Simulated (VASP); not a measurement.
Crystal: CoO.

```
Co O
1.0
     2.57246    0.00000    0.00000
     0.00000    2.57246    0.00000
     0.00000    0.00000    2.57246
Co O
1 1
Direct
  0.00000 0.00000 0.00000
  0.50000 0.50000 0.50000
```

Base run:

| Quantity | Value |
| --- | --- |
| Program | VASP 6.6.1 |
| Functional | PBEsol |
| Potentials or basis | VASP PAW PBE potentials, release 64 (Co, O) |
| Cutoff | 520 eV |
| k mesh | 16 × 16 × 16 |
| Occupations | gaussian, width 0.1 eV |
| Spin | collinear spin, ferromagnetic start |
| Starting moments | [3.21, 0.91] μB |
| Fixed moment | 4 μB |

Its results: pressure 36.4 GPa; site moments Co +3.03; O +0.77 μB.

Q: The run is repeated on the same cell with these changes: fixed moment from 4 μB to 2.5 μB; moments at the start from [3.21, 0.91] to [2.35, 0.37]. What comes out?

A: Pressure -5.3 GPa; site moments Co +2.14; O +0.32 μB.

Caveats: the PAW data sets were made with another functional, which shifts forces and pressure a little; the total moment is fixed, so each spin has its own Fermi level and the state may be an excited one; a cell with one magnetic atom can't hold antiferromagnetic order, which such compounds often take; the cell stands under pressure (at least some runs); the cell stands under tension (at least some runs).
